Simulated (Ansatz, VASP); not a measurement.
**Two plane-wave programs on BaTiO3**

```
Ba Ti O
1.0
     4.01925    0.00000    0.00000
     0.00000    4.01925    0.00000
     0.00000    0.00000    4.01925
Ba Ti O
1 1 3
Direct
  0.50000 0.50000 0.50000
  0.00000 0.00000 0.00000
  0.50000 0.00000 0.00000
  0.00000 0.50000 0.00000
  0.00000 0.00000 0.50000
```

Alike in both runs: functional PBE; k mesh 8 × 8 × 8; occupations gaussian, width 0.02 eV; no spin polarisation.

Ansatz relaxed the structure, and its values are those at the end. VASP's run is a single point on that final structure, the one shown.

|  | VASP | Ansatz |
| --- | --- | --- |
| version | VASP 6.6.1 | Ansatz 0.2.0 |
| potentials or method | VASP PAW PBE potentials, release 64 (Ba_sv, Ti_sv, O), cutoff 520 eV | scalar-relativistic, plane waves, PAW |
| valence electrons in the cell | 40 | 40 |

|  | VASP | Ansatz | Ansatz less VASP |
| --- | --- | --- | --- |
| gap on the k mesh at the Fermi level (eV) | 1.72 | 1.78 | +0.064 |
| least direct gap on the mesh (eV) | 1.88 | 1.90 | +0.025 |
| pressure (GPa) | 1.7 | 0.0 | -1.72 |

Neither program's run includes spin-orbit coupling.
